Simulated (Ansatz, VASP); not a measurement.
# One calculation of FeO, two programs

```xyz
2
Lattice="0.0000 2.0692 1.9830 2.0692 0.0000 1.9830 2.0692 2.0692 0.0000" Properties=species:S:1:pos:R:3 pbc="T T T"
Fe    0.0000    0.0000    0.0000
O     2.0692    2.0692    1.9830
```

Change from the starting cell: strain -0.040 along x and y, -0.080 along z, atoms carried along.

Alike in both runs: task single point; functional PBE; k mesh 20 × 20 × 20; occupations gaussian, width 0.15 eV; collinear spin.

|  | VASP | Ansatz |
| --- | --- | --- |
| version | VASP 6.6.1 | Ansatz 0.2.0 |
| potentials or method | VASP PAW PBE potentials, release 64 (Fe, O), cutoff 600 eV | scalar-relativistic, plane waves, PAW |
| valence electrons in the cell | 14 | 22 |

Ansatz gave:

```
gap on the k mesh at the Fermi level (eV)                     : none
pressure (GPa)                                                : 39.2
traceless stress, the component that is largest in VASP (GPa) : 6.79
net moment per atom (μB)                                      : 1.86
size of the moment on the site where the two differ most (μB) : 3.14
```

Problem. Which values does VASP return?

Solution. gap on the k mesh at the Fermi level (eV): none; pressure (GPa): 39.7; traceless stress, the component that is largest in VASP (GPa): 7.20; net moment per atom (μB): 1.85; size of the moment on the site where the two differ most (μB): 3.37.

Site moments also hang on the region over which each program counts them. A gap of «none» marks a metal or a gap that the smearing closes. Both programs put the cell under a high pressure, so it lies far from rest at this level. VASP's potentials hold 14 valence electrons a cell and Ansatz's 22, so a difference there can come from the potentials and not from the codes.
